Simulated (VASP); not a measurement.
Wanted: the native input for a VASP 6.6.1 run.

- Task: single point
- Functional: r2SCAN
- Potentials or basis: VASP PAW PBE potentials, release 64 (Al)
- Cutoff: 520 eV
- k mesh: 18 × 18 × 10
- Occupations: gaussian, width 0.15 eV
- Spin: no spin polarisation
- Dipole correction: no
- Further INCAR settings: ALGO = Normal; EDIFF = 1e-07; NBANDS = 10

The system is Al.

```
CELL_PARAMETERS angstrom
2.74214 0.00000 0.00000
-1.37107 2.37477 0.00000
0.00000 0.00000 5.11019
ATOMIC_POSITIONS crystal
Al 0.66667 0.33333 0.75000
Al 0.33333 0.66667 0.25000
```

This cell differs from its parent crystal: strain -0.025 along x and y, +0.050 along z.

These files were run (other wordings do the same):

POSCAR

```
Al
1.0
    2.7421439677      0.0000000000      0.0000000000
   -1.3710719838      2.3747663369      0.0000000000
    0.0000000000      0.0000000000      5.1101925000
Al
2
Direct
    0.6666666667      0.3333333333      0.7500000000
    0.3333333333      0.6666666667      0.2500000000
```

INCAR.step1

```
ALGO     = Normal         # electronic algorithm
EDIFF    = 1E-4           # SCF threshold, eV
ENCUT    = 520            # plane-wave cutoff, eV
GGA      = PE             # functional
ISMEAR   = 0              # smearing method
LASPH    = True           # aspherical terms in the spheres
LCHARG   = False          # write CHGCAR
LREAL    = False          # projectors in reciprocal space
LWAVE    = True           # write WAVECAR
NBANDS   = 10             # bands
NELM     = 80             # most SCF steps
PREC     = Accurate       # precision mode
SIGMA    = 0.15           # smearing width, eV
```

INCAR.step2

```
ALGO     = Normal         # electronic algorithm
EDIFF    = 1E-7           # SCF threshold, eV
ENCUT    = 520            # plane-wave cutoff, eV
ISIF     = 2              # what is computed and relaxed
ISMEAR   = 0              # smearing method
ISTART   = 1            
LASPH    = True           # aspherical terms in the spheres
LCHARG   = True           # write CHGCAR
LELF     = True           # ELF
LMIXTAU  = True         
LREAL    = False          # projectors in reciprocal space
LVHAR    = True         
LWAVE    = False          # write WAVECAR
METAGGA  = R2SCAN         # meta-GGA
NBANDS   = 10             # bands
NELM     = 80             # most SCF steps
PREC     = Accurate       # precision mode
SIGMA    = 0.15           # smearing width, eV
```

KPOINTS

```
k-points
0
Gamma
  18 18 10
```

Potentials or basis: VASP PAW PBE potentials, release 64 (Al).

Command:

```sh
$ cat potpaw_PBE.64/Al/POTCAR > POTCAR
$ cp INCAR.step1 INCAR
$ mpirun -np 1 vasp_std > vasp.out
$ cp INCAR.step2 INCAR
$ mpirun -np 1 vasp_std > vasp.out
```

It gave:

```json
{"Pressure": "-1.5 GPa", "Band gap on the k mesh": "zero (band 3 reaches 11.02 eV, above the bottom of band 4 at 4.94 eV)"}
```

Caveat: the cell differs from its parent crystal (strain -0.025 along x and y, +0.050 along z); the PAW data sets were made with another functional, which shifts forces and pressure a little.

Wall time 3 min on 1 thread of Intel(R) Xeon(R) Platinum 8259CL CPU @ 2.50GHz (Skylake/Cascade Lake) (shared host), peak memory 0.18 GiB.
